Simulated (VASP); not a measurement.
# Sb (Im-3m) in VASP: relaxation of cell and atoms with B3LYP

Aim: the relaxation of cell and atoms of Sb with B3LYP.

Program: VASP 6.6.1. These are calculated values, not measurements. Logs are shortened: lines on timing, memory, paths and dates and some standing lists are left out, and cuts for length are marked.

## Step 1: The cell of the first run

It takes space group Im-3m (No. 229, cubic). The conventional cell has a = 3.743 Å, b = 3.743 Å, c = 3.743 Å, α = 90.00°, β = 90.00°, γ = 90.00°. Within 4.3 Å of Sb (site symmetry m-3m) lie 14 Sb at 3.24 to 3.74 Å.

This isn't the form of Sb at room conditions, which is rhombohedral.

## Step 2: Relaxation of cell and atoms, B3LYP

POSCAR

```
Sb
1.0
   -1.8713408863      1.8713408863      1.8713408863
    1.8713408863     -1.8713408863      1.8713408863
    1.8713408863      1.8713408863     -1.8713408863
Sb
1
Direct
    0.0000000000      0.0000000000      0.0000000000
```

INCAR.step1

```
  PREC = Accurate
  ENCUT = 500
  EDIFF = 1E-5
  ISMEAR = -1
  SIGMA = 0.05
  LREAL = False
  LASPH = True
  NELM = 120
  ALGO = Normal
  LWAVE = True
  LCHARG = False
  GGA = PE
  NBANDS = 14
  GGA_COMPAT = False
  IBRION = 2
  ISIF = 3
  EDIFFG = -0.005
  NELMIN = 4
  NSW = 100
```

INCAR.step2

```
  PREC = Accurate
  ENCUT = 500
  EDIFF = 1E-7
  ISMEAR = -1
  SIGMA = 0.05
  LREAL = False
  LASPH = True
  NELM = 120
  ALGO = Normal
  ISIF = 3
  LWAVE = False
  LCHARG = False
  GGA = B3
  LHFCALC = True
  AEXX = 0.2
  AGGAX = 0.72
  AGGAC = 0.81
  ALDAC = 0.19
  PRECFOCK = Normal
  IBRION = 2
  NSW = 60
  EDIFFG = -0.01
  ISTART = 1
  GGA_COMPAT = False
  NELMIN = 4
```

KPOINTS

```
regular mesh
0
Gamma
  5 5 5
```

Potentials or basis: VASP PAW PBE potentials, release 64 (Sb_d_GW).

On the command line:

```sh
$ cat potpaw_PBE.64/Sb_d_GW/POTCAR > POTCAR
$ cp INCAR.step1 INCAR
$ mpirun -np 1 vasp_std > vasp.out
$ cp INCAR.step2 INCAR
$ mpirun -np 1 vasp_std > vasp.out
```

OUTCAR:

```text
PREC = Accurate
   ENCUT = 500
   EDIFF = 1E-7
   ISMEAR = -1
   LREAL = False
   LASPH = True
   NELM = 120
   ISIF = 3
   GGA = B3
   LHFCALC = True
   AEXX = 0.2
   PRECFOCK = Normal
   IBRION = 2
   NSW = 60
   EDIFFG = -0.01
   ISTART = 1
   NELMIN = 4

 ion  position               nearest neighbor table
   1  0.000  0.000  0.000-

  LATTYP: Found a body centered cubic cell.
 ALAT       =     3.7426817726

  Lattice vectors:

 A1 = (  -1.8713408863,   1.8713408863,   1.8713408863)
 A2 = (   1.8713408863,  -1.8713408863,   1.8713408863)
 A3 = (   1.8713408863,   1.8713408863,  -1.8713408863)

Analysis of symmetry for initial positions (statically):
=====================================================================
 Subroutine PRICEL returns:
 Original cell was already a primitive cell.

 Routine SETGRP: Setting up the symmetry group for a
 body centered cubic supercell.

 Subroutine GETGRP returns: Found 48 space group operations
 (whereof 48 operations were pure point group operations)
 out of a pool of 48 trial point group operations.

The static configuration has the point symmetry O_h .

Analysis of symmetry for dynamics (positions and initial velocities):
=====================================================================
 Subroutine PRICEL returns:
 Original cell was already a primitive cell.

 Routine SETGRP: Setting up the symmetry group for a
 body centered cubic supercell.

 Subroutine GETGRP returns: Found 48 space group operations
 (whereof 48 operations were pure point group operations)
 out of a pool of 48 trial point group operations.

The dynamic configuration has the point symmetry O_h .

 Subroutine INISYM returns: Found 48 space group operations
 (whereof 48 operations are pure point group operations),
 and found     1 'primitive' translations

----------------------------------------------------------------------------------------

                                     Primitive cell

  volume of cell :      26.2131

  direct lattice vectors                    reciprocal lattice vectors
    -1.871340886  1.871340886  1.871340886     0.000000000  0.267188092  0.267188092
     1.871340886 -1.871340886  1.871340886     0.267188092  0.000000000  0.267188092
     1.871340886  1.871340886 -1.871340886     0.267188092  0.267188092  0.000000000

  length of vectors
     3.241257493  3.241257493  3.241257493     0.377861023  0.377861023  0.377861023

  position of ions in fractional coordinates (direct lattice)
     0.000000000  0.000000000  0.000000000

  ion indices of the primitive-cell ions
   primitive index   ion index
                 1           1

----------------------------------------------------------------------------------------

 KPOINTS: regular mesh

Automatic generation of k-mesh.
 Grid dimensions read from file:
 generate k-points for:    5    5    5

 Generating k-lattice:

  Cartesian coordinates                     Fractional coordinates (reciprocal lattice)
     0.000000000  0.053437618  0.053437618     0.200000000  0.000000000  0.000000000
     0.053437618  0.000000000  0.053437618     0.000000000  0.200000000  0.000000000
     0.053437618  0.053437618  0.000000000     0.000000000  0.000000000  0.200000000

  Length of vectors
     0.075572205  0.075572205  0.075572205

  Shift w.r.t. Gamma in fractional coordinates (k-lattice)
     0.000000000  0.000000000  0.000000000

 Subroutine IBZKPT returns following result:
 ===========================================

 Found     10 irreducible k-points:

 Following reciprocal coordinates:
            Coordinates               Weight
  0.000000  0.000000  0.000000      1.000000
  0.200000  0.000000  0.000000     12.000000
  0.400000  0.000000  0.000000     12.000000
  0.200000  0.200000  0.000000     24.000000
  0.400000  0.200000  0.000000     24.000000
  0.200000  0.200000  0.200000      8.000000
 -0.200000  0.200000  0.200000      6.000000
 -0.400000  0.400000  0.200000     24.000000
 -0.400000 -0.400000  0.200000      8.000000
 -0.400000  0.400000  0.400000      6.000000
   k-points           NKPTS =     10   k-points in BZ     NKDIM =    125   number of bands    NBANDS=     11
   number of dos      NEDOS =    301   number of ions     NIONS =      1
   total plane-waves  NPLWV =  13824
   dimension x,y,z NGX =    24 NGY =   24 NGZ =   24
   dimension x,y,z NGXF=    48 NGYF=   48 NGZF=   48
   ions per type =               1
   NGX,Y,Z   is equivalent  to a cutoff of  12.31, 12.31, 12.31 a.u.
   NGXF,Y,Z  is equivalent  to a cutoff of  24.62, 24.62, 24.62 a.u.
 SYSTEM =  unknown system
   PREC   = accura    normal or accurate (medium, high low for compatibility)
   ISTART =      1    job   : 0-new  1-cont  2-samecut
   ICHARG =      0    charge: 1-file 2-atom 10-const
   ISPIN  =      1    spin polarized calculation?
   LNONCOLLINEAR =      F non collinear calculations
   LSORBIT =      F    spin-orbit coupling
   LASPH  =      T    aspherical Exc in radial PAW
   ENCUT  =  500.0 eV  36.75 Ry    6.06 a.u.   5.91  5.91  5.91*2*pi/ulx,y,z
   NELM   =    120;   NELMIN=  4; NELMDL=  0     # of ELM steps
   EDIFF  = 0.1E-06   stopping-criterion for ELM
   LREAL  =      F    real-space projection
   EDIFFG = -.1E-01   stopping-criterion for IOM
   NSW    =     60    number of steps for IOM
   IBRION =      2    ionic relax: 0-MD 1-quasi-New 2-CG
   NFREE  =      1    steps in history (QN), initial steepest desc. (CG)
   ISIF   =      3    stress and relaxation
   ISYM   =      3    0-nonsym 1-usesym 2-fastsym
   POTIM  = 0.5000    time-step for ionic-motion
   TEBEG  =    0.0;   TEEND  =   0.0 temperature during run
   PSTRESS=    0.0 pullay stress
   NELECT =      15.0000    total number of electrons
   NUPDOWN=      -1.0000    fix difference up-down
   EMIN   =  10.00;   EMAX   =-10.00  energy-range for DOS
   EFERMI =   0.00;   METHOD = LEGACY
   ISMEAR =    -1;   SIGMA  =   0.05  broadening in eV -4-tet -1-fermi 0-gaus
   EFERMI_NEDOS =   21; number of points for ismear=-14 and -15
   IALGO  =     38    algorithm
   IMIX   =      1    mixing-type and parameters
     AMIX     =   0.40;   BMIX     =  1.00
     AMIX_MAG =   1.60;   BMIX_MAG =  1.00
  volume/ion in A,a.u.               =      26.21       176.89
  Fermi-wavevector in a.u.,A,eV,Ry     =   1.359145  2.568411 25.133691  1.847274
  Thomas-Fermi vector in A             =   2.485918
   LORBIT       =      0    0 simple, 1 ext, 2 COOP (PROOUT), +10 PAW based schemes
   GGA     = B3    functional components
   LHFCALC =     T    Hartree Fock is set to
   PRECFOCK=normal    Normal, Fast or Accurate (Low or Medium for compatibility)
   ENCUT4O =  -1.0   cutoff for four orbital integrals eV
   NKREDX  =     1    reduce k-point grid by
   NKREDY  =     1    reduce k-point grid by
   NKREDZ  =     1    reduce k-point grid by
   AEXX    =    0.2000 exact exchange contribution
   HFSCREEN=    0.0000 screening length (either q_TF or 0.3 A-1)
   HFSCREENC=   0.0000 screening length for correlation (either q_TF or 0.3 A-1)
   ENCUTFOCK=  -1.0 apply spherical cutoff to Coloumb kernel
   IVDW    =     0    specifies the selected vdW correction
   LEPSILON=     F    determine dielectric tensor
   LRPA    =     F    only Hartree local field effects (RPA)
 conjugate gradient relaxation of ions
 non-spin polarized calculation
  energy-cutoff  :      500.00
  volume of cell :       26.21
 maximum number of plane-waves:       676
  NGX = 18; NGY = 18; NGZ = 18

--------------------------------------- Ionic step        1  -------------------------------------------

 number of electron      14.9999987 magnetization

 Free energy of the ion-electron system (eV)
  ---------------------------------------------------
  ext. energy  EPLUGINS =         0.00000000
  ---------------------------------------------------
  free energy    TOTEN  =        -4.04418402 eV

  energy without entropy =       -4.03775301  energy(sigma->0) =       -4.04096852

------------------------ aborting loop because EDIFF is reached ----------------------------------------

  FORCE on cell =-STRESS in cart. coord.  units (eV):
  Direction    XX          YY          ZZ          XY          YZ          ZX
  --------------------------------------------------------------------------------------
  -------------------------------------------------------------------------------------
  Total        0.8653535      0.8653535      0.8653535     -0.0000000      0.0000000      0.0000000
  in kB       52.8914432     52.8914432     52.8914432     -0.0000000      0.0000000      0.0000000
  external PRESSURE =      52.8914432 kB  Pullay stress =       0.0000000 kB

 VOLUME and BASIS-vectors are now :
 -----------------------------------------------------------------------------
  energy-cutoff  :      500.00
  volume of cell :       26.21
      direct lattice vectors                 reciprocal lattice vectors
    -1.871340886  1.871340886  1.871340886     0.000000000  0.267188092  0.267188092
     1.871340886 -1.871340886  1.871340886     0.267188092  0.000000000  0.267188092
     1.871340886  1.871340886 -1.871340886     0.267188092  0.267188092  0.000000000
[... 141 lines left out ...]
 POSITION                                       TOTAL-FORCE (eV/Angst)
 -----------------------------------------------------------------------------------
     -1.91834      1.91834      1.91834        -0.000000      0.000000     -0.000000
 -----------------------------------------------------------------------------------
    total drift:                               -0.000000      0.000000      0.000000

  FREE ENERGIE OF THE ION-ELECTRON SYSTEM (eV)
  ---------------------------------------------------
  free  energy   TOTEN  =        -4.0757411097 eV

  energy  without entropy=       -4.0693188283  energy(sigma->0) =       -4.07252997

--------------------------------------- Ionic step        6  -------------------------------------------

 number of electron      15.0000016 magnetization

 Free energy of the ion-electron system (eV)
  ---------------------------------------------------
  ext. energy  EPLUGINS =         0.00000000
  ---------------------------------------------------
  free energy    TOTEN  =        -4.07574835 eV

  energy without entropy =       -4.06932615  energy(sigma->0) =       -4.07253725

 E-fermi :   5.9284     XC(G=0):  -8.2293

 val. band max:        5.8208187324   @ k =  -0.4000   0.4000   0.2000
 cond. band min:       6.4576718841   @ k =   0.2000   0.2000   0.0000
 fundamental gap:      0.6368531517
 Fermi energy:         5.9283932999

 k-point     1 :       0.0000    0.0000    0.0000
  band No.  band energies     occupation
      1     -25.6272      2.00000
      2     -25.6272      2.00000
      3     -25.6272      2.00000
      4     -25.5614      2.00000
      5     -25.5614      2.00000
      6      -8.0449      2.00000
      7      11.7842      0.00000
      8      11.7842      0.00000
      9      11.7842      0.00000
     10      17.9867      0.00000
     11      17.9867      0.00000

 k-point     2 :       0.2000    0.0000    0.0000
  band No.  band energies     occupation
      1     -25.6336      2.00000
      2     -25.6156      2.00000
      3     -25.5911      2.00000
      4     -25.5684      2.00000
      5     -25.5638      2.00000
      6      -7.1889      2.00000
      7       7.3530      0.00000
      8       9.9615      0.00000
      9      11.2407      0.00000
     10      15.1450      0.00000
     11      15.5455      0.00000
[... 132 lines left out ...]
 POSITION                                       TOTAL-FORCE (eV/Angst)
 -----------------------------------------------------------------------------------
      1.91905      1.91905     -1.91905         0.000000     -0.000000     -0.000000
 -----------------------------------------------------------------------------------
    total drift:                               -0.000000     -0.000000     -0.000000

  FREE ENERGIE OF THE ION-ELECTRON SYSTEM (eV)
  ---------------------------------------------------
  free  energy   TOTEN  =        -4.0757483541 eV

  energy  without entropy=       -4.0693261454  energy(sigma->0) =       -4.07253725

 reached required accuracy - stopping structural energy minimisation
```

It took 22 min on 1 thread of Intel Xeon 6975P-C (Granite Rapids), shared host; peak memory 0.19 GiB.

What came out:

```yaml
Free_energy: -4.0757 eV
Relaxed_volume: 28.27 Å³/atom
Relaxed_cell: a = 3.324 Å, b = 3.324 Å, c = 3.324 Å, α = 109.47°, β = 109.47°, γ = 109.47°
Space_group_after_relaxing_to_0.1_Å: Im-3m (No. 229)
Energy_gained_by_relaxing: 31.6 meV/atom
Ionic_steps: 6
Pressure_after_relaxing: 0.0 GPa
Band_gap_on_the_k_mesh: zero (an odd number of electrons rules out a gap without spin polarisation)
```

The path:
| step | energy change (eV) | largest force (eV/Å) | pressure (GPa) | volume (Å³) |
| --- | --- | --- | --- | --- |
| 1 | 0.0000 | 0.0000 | 5.29 | 26.21 |
| 2 | -0.0205 | 0.0000 | -2.51 | 29.64 |
| 3 | -0.0316 | 0.0000 | 0.08 | 28.27 |
| 4 | -0.0316 | 0.0000 | -0.11 | 28.31 |
| 5 | -0.0316 | 0.0000 | 0.15 | 28.24 |
| 6 | -0.0316 | 0.0000 | -0.02 | 28.27 |

Final structure:
```
Sb
1.0
    -1.91905    1.91905    1.91905
     1.91905   -1.91905    1.91905
     1.91905    1.91905   -1.91905
Sb
1
Direct
  0.00000 0.00000 0.00000
```

Levels at points of the mesh, in eV from the Fermi level:
```csv
k point,band 5,band 6,band 7,band 8,band 9,band 10
"(0.00, 0.00, 0.00)",-31.49,-13.97,5.86,5.86,5.86,12.06
```

Caveat: the k points lie up to 0.46 Å⁻¹ apart in the final cell, too coarse for converged energies and pressures of a metal; the PAW data sets were made with another functional, which shifts forces and pressure a little; spin-orbit coupling is left out, which moves the levels of the heavy elements; an odd number of electrons without spin polarisation forces a metal; a magnetic or distorted state may lie lower.

The gap in the log of VASP goes by the Fermi energy; the results here count the filled bands.